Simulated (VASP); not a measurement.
# MgS (P6_3/mmc) in VASP: single point with r2SCAN0

Aim: the single point of MgS with r2SCAN0.

Everything below comes from runs of VASP 6.6.1. Logs are shortened: lines on timing, memory, paths and dates and some standing lists are left out, and cuts for length are marked.

## Step 1: The cell of the first run

The structure is hexagonal, space group P6_3/mmc (No. 194). The conventional cell has a = 4.296 Å, b = 4.296 Å, c = 5.285 Å, α = 90.00°, β = 90.00°, γ = 120.00°. Mg (site symmetry -6m2) has 5 S at 2.48 to 2.64 Å within 3.3 Å. Within 3.3 Å of S (site symmetry -6m2) lie 5 Mg at 2.48 to 2.64 Å.

## Step 2: Single point, r2SCAN0

File POSCAR:

```
MgS
1.0
    4.2955415433      0.0000000000      0.0000000000
   -2.1477707716      3.7200480996      0.0000000000
    0.0000000000      0.0000000000      5.2850911870
Mg S
2 2
Direct
    0.3333333333      0.6666666667      0.2500000000
    0.6666666667      0.3333333333      0.7500000000
    0.6666666667      0.3333333333      0.2500000000
    0.3333333333      0.6666666667      0.7500000000
```

File INCAR.step1:

```
PREC = Accurate
ENCUT = 520
EDIFF = 1E-5
ISMEAR = 0
SIGMA = 0.01
LREAL = False
LASPH = True
NELM = 100
ALGO = Normal
ISIF = 2
LWAVE = True
NBANDS = 16
GGA = PE
```

File INCAR.step2:

```
PREC = Accurate
ENCUT = 520
EDIFF = 1E-6
ISMEAR = 0
SIGMA = 0.01
LREAL = False
LASPH = True
NELM = 100
ALGO = Normal
ISIF = 2
LWAVE = False
LCHARG = True
METAGGA = R2SCAN
LHFCALC = True
AEXX = 0.25
LMIXTAU = True
PRECFOCK = Normal
LELF = True
LVHAR = True
NBANDS = 16
ISTART = 1
```

File KPOINTS:

```
Automatic mesh
0
Gamma
  6 6 4
```

Potentials or basis: VASP PAW PBE potentials, release 64 (Mg, S).

Launch:

```bash
cat potpaw_PBE.64/Mg/POTCAR potpaw_PBE.64/S/POTCAR > POTCAR
cp INCAR.step1 INCAR
mpirun -np 1 vasp_std > vasp.out
cp INCAR.step2 INCAR
mpirun -np 1 vasp_std > vasp.out
```

OUTCAR:

```text
PREC = Accurate
   ENCUT = 520
   EDIFF = 1E-6
   ISMEAR = 0
   LREAL = False
   LASPH = True
   NELM = 100
   ISIF = 2
   METAGGA = R2SCAN
   LHFCALC = True
   AEXX = 0.25
   PRECFOCK = Normal
   ISTART = 1

 ion  position               nearest neighbor table
   1  0.333  0.667  0.250-   3 2.48   3 2.48   3 2.48   4 2.64   4 2.64   2 3.62   2 3.62   2 3.62
                             2 3.62   2 3.62   2 3.62
   2  0.667  0.333  0.750-   4 2.48   4 2.48   4 2.48   3 2.64   3 2.64   1 3.62   1 3.62   1 3.62
                             1 3.62   1 3.62   1 3.62
   3  0.667  0.333  0.250-   1 2.48   1 2.48   1 2.48   2 2.64   2 2.64
   4  0.333  0.667  0.750-   2 2.48   2 2.48   2 2.48   1 2.64   1 2.64

  LATTYP: Found a hexagonal cell.
 ALAT       =     4.2955415433
 C/A-ratio  =     1.2303666799

  Lattice vectors:

 A1 = (   4.2955415433,   0.0000000000,   0.0000000000)
 A2 = (  -2.1477707716,   3.7200480996,   0.0000000000)
 A3 = (   0.0000000000,   0.0000000000,   5.2850911870)

Analysis of symmetry for initial positions (statically):
=====================================================================
 Subroutine PRICEL returns:
 Original cell was already a primitive cell.

 Routine SETGRP: Setting up the symmetry group for a
 hexagonal supercell.

 Subroutine GETGRP returns: Found 24 space group operations
 (whereof 12 operations were pure point group operations)
 out of a pool of 24 trial point group operations.

The static configuration has the point symmetry D_3d.
 The point group associated with its full space group is D_6h.

Analysis of symmetry for dynamics (positions and initial velocities):
=====================================================================
 Subroutine PRICEL returns:
 Original cell was already a primitive cell.

 Routine SETGRP: Setting up the symmetry group for a
 hexagonal supercell.

 Subroutine GETGRP returns: Found 24 space group operations
 (whereof 12 operations were pure point group operations)
 out of a pool of 24 trial point group operations.

The dynamic configuration has the point symmetry D_3d.
 The point group associated with its full space group is D_6h.

 Subroutine INISYM returns: Found 24 space group operations
[... 103 lines left out ...]
   ISIF   =      2    stress and relaxation
   ISYM   =      3    0-nonsym 1-usesym 2-fastsym
   POTIM  = 0.5000    time-step for ionic-motion
   TEBEG  =    0.0;   TEEND  =   0.0 temperature during run
   PSTRESS=    0.0 pullay stress
   NELECT =      16.0000    total number of electrons
   NUPDOWN=      -1.0000    fix difference up-down
   EMIN   =  10.00;   EMAX   =-10.00  energy-range for DOS
   EFERMI =   0.00;   METHOD = LEGACY
   ISMEAR =     0;   SIGMA  =   0.01  broadening in eV -4-tet -1-fermi 0-gaus
   EFERMI_NEDOS =   21; number of points for ismear=-14 and -15
   IALGO  =     38    algorithm
   IMIX   =      1    mixing-type and parameters
     AMIX     =   0.40;   BMIX     =  1.00
     AMIX_MAG =   1.60;   BMIX_MAG =  1.00
  volume/ion in A,a.u.               =      21.11       142.48
  Fermi-wavevector in a.u.,A,eV,Ry     =   0.940247  1.776809 12.028420  0.884064
  Thomas-Fermi vector in A             =   2.067639
   LORBIT       =      0    0 simple, 1 ext, 2 COOP (PROOUT), +10 PAW based schemes
   METAGGA = R2SCAN    functional components
   LHFCALC =     T    Hartree Fock is set to
   PRECFOCK=normal    Normal, Fast or Accurate (Low or Medium for compatibility)
   ENCUT4O =  -1.0   cutoff for four orbital integrals eV
   NKREDX  =     1    reduce k-point grid by
   NKREDY  =     1    reduce k-point grid by
   NKREDZ  =     1    reduce k-point grid by
   AEXX    =    0.2500 exact exchange contribution
   HFSCREEN=    0.0000 screening length (either q_TF or 0.3 A-1)
   HFSCREENC=   0.0000 screening length for correlation (either q_TF or 0.3 A-1)
   ENCUTFOCK=  -1.0 apply spherical cutoff to Coloumb kernel
   IVDW    =     0    specifies the selected vdW correction
   LEPSILON=     F    determine dielectric tensor
   LRPA    =     F    only Hartree local field effects (RPA)
 non-spin polarized calculation
 Gauss-broadening in eV      SIGMA  =   0.01
  energy-cutoff  :      520.00
  volume of cell :       84.45
 maximum number of plane-waves:      2304
 NGX is ok and might be reduce to    32
  NGX = 24; NGY = 24; NGZ = 30

 number of electron      16.0000001 magnetization

 Free energy of the ion-electron system (eV)
  ---------------------------------------------------
  ext. energy  EPLUGINS =         0.00000000
  ---------------------------------------------------
  free energy    TOTEN  =       -31.13279361 eV

  energy without entropy =      -31.13279361  energy(sigma->0) =      -31.13279361

 E-fermi :   1.3277     XC(G=0):  -7.1315

 val. band max:        1.2094916679   @ k =   0.0000   0.0000   0.0000
 cond. band min:       6.2497262553   @ k =   0.0000   0.0000   0.0000
 fundamental gap:      5.0402345874
 Fermi energy:         1.3277387681

 k-point     1 :       0.0000    0.0000    0.0000
  band No.  band energies     occupation
      1     -12.7520      2.00000
      2     -11.1064      2.00000
      3      -3.1039      2.00000
      4      -1.0423      2.00000
      5      -1.0423      2.00000
      6       0.2351      2.00000
[... 376 lines left out ...]
      3      -3.2774      2.00000
      4      -3.2774      2.00000
      5      -1.7876      2.00000
      6      -1.7876      2.00000
[... 8 lines left out ...]
     15      12.0971      0.00000
     16      12.0971      0.00000

------------------------ aborting loop because EDIFF is reached ----------------------------------------

  FORCE on cell =-STRESS in cart. coord.  units (eV):
  Direction    XX          YY          ZZ          XY          YZ          ZX
  --------------------------------------------------------------------------------------
  -------------------------------------------------------------------------------------
  Total       -0.5319957     -0.5319957     -0.4207237     -0.0000000      0.0000000      0.0000000
  in kB      -10.0925229    -10.0925229     -7.9815752     -0.0000000      0.0000000      0.0000000
  external PRESSURE =      -9.3888737 kB  Pullay stress =       0.0000000 kB

 VOLUME and BASIS-vectors are now :
 -----------------------------------------------------------------------------
  energy-cutoff  :      520.00
  volume of cell :       84.45
      direct lattice vectors                 reciprocal lattice vectors
     4.295541543  0.000000000  0.000000000     0.232799518  0.134406864  0.000000000
    -2.147770772  3.720048100  0.000000000     0.000000000  0.268813729  0.000000000
     0.000000000  0.000000000  5.285091187     0.000000000  0.000000000  0.189211494

 POSITION                                       TOTAL-FORCE (eV/Angst)
 -----------------------------------------------------------------------------------
     -0.00000      2.48003      1.32127         0.000000     -0.000000      0.000000
      2.14777      1.24002      3.96382        -0.000000      0.000000      0.000000
      2.14777      1.24002      1.32127         0.000000     -0.000000     -0.000000
     -0.00000      2.48003      3.96382        -0.000000      0.000000      0.000000
 -----------------------------------------------------------------------------------
    total drift:                                0.000000      0.000000      0.000000

  FREE ENERGIE OF THE ION-ELECTRON SYSTEM (eV)
  ---------------------------------------------------
  free  energy   TOTEN  =       -31.1327936095 eV

  energy  without entropy=      -31.1327936095  energy(sigma->0) =      -31.13279361
```

OUTCAR.step1:

```text
PREC = Accurate
   ENCUT = 520
   EDIFF = 1E-5
   ISMEAR = 0
   LREAL = False
[... 627 lines left out ...]
     -0.00000      2.48003      1.32127         0.000000      0.000000      0.000000
      2.14777      1.24002      3.96382         0.000000      0.000000      0.000000
      2.14777      1.24002      1.32127         0.000000      0.000000      0.000000
     -0.00000      2.48003      3.96382        -0.000000     -0.000000      0.000000
 -----------------------------------------------------------------------------------
    total drift:                                0.000000     -0.000000      0.000000

  FREE ENERGIE OF THE ION-ELECTRON SYSTEM (eV)
  ---------------------------------------------------
  free  energy   TOTEN  =       -16.8758046054 eV

  energy  without entropy=      -16.8758046054  energy(sigma->0) =      -16.87580461
```

OSZICAR.step1:

```text
N       E                     dE             d eps       ncg     rms          rms(c)
DAV:   1     0.614912004893E+02    0.61491E+02   -0.60243E+03   672   0.812E+02
DAV:   2    -0.121185140796E+02   -0.73610E+02   -0.66747E+02   976   0.139E+02
DAV:   3    -0.178068983917E+02   -0.56884E+01   -0.56622E+01   896   0.418E+01
DAV:   4    -0.178762436546E+02   -0.69345E-01   -0.69331E-01   840   0.559E+00
DAV:   5    -0.178775565785E+02   -0.13129E-02   -0.13129E-02   904   0.784E-01    0.609E+00
DAV:   6    -0.169516774286E+02    0.92588E+00   -0.13560E+00   736   0.540E+00    0.469E+00
DAV:   7    -0.168663326926E+02    0.85345E-01   -0.40229E-01   840   0.299E+00    0.332E+00
DAV:   8    -0.168773213255E+02   -0.10989E-01   -0.38107E-02   736   0.126E+00    0.192E+00
DAV:   9    -0.168752846961E+02    0.20366E-02   -0.35630E-03   784   0.405E-01    0.407E-01
DAV:  10    -0.168757930184E+02   -0.50832E-03   -0.16612E-03   808   0.188E-01    0.125E-01
DAV:  11    -0.168757991441E+02   -0.61257E-05   -0.16214E-04   832   0.657E-02    0.617E-02
DAV:  12    -0.168758046054E+02   -0.54613E-05   -0.23383E-05   816   0.254E-02
   1 F= -.16875805E+02 E0= -.16875805E+02  d E =-.718563E-51
```

It took 37 min on 1 thread of Intel Xeon Platinum 8375C at 2.90GHz (Ice Lake), shared host; peak memory 0.25 GiB.

Results:

* Free energy: -31.1328 eV
* Pressure: -0.9 GPa
* Band gap on the k mesh: 5.04 eV

Levels at points of the mesh, in eV from the valence-band top:
```
           k point  band 6  band 7  band 8  band 9  band 10  band 11
(0.00, 0.00, 0.00)   -0.97   -0.97    0.00    5.04     5.12     8.19
(0.50, 0.00, 0.00)   -2.76   -1.77   -0.89    5.33     7.55     8.12
(0.00, 0.00, 0.50)   -1.65   -1.65   -1.65    6.72     6.72     8.12
(0.50, 0.00, 0.50)   -2.10   -0.92   -0.92    6.48     6.48     8.72
```

Caveat: the PAW data sets were made with another functional, which shifts forces and pressure a little. A k mesh can miss the band edges.
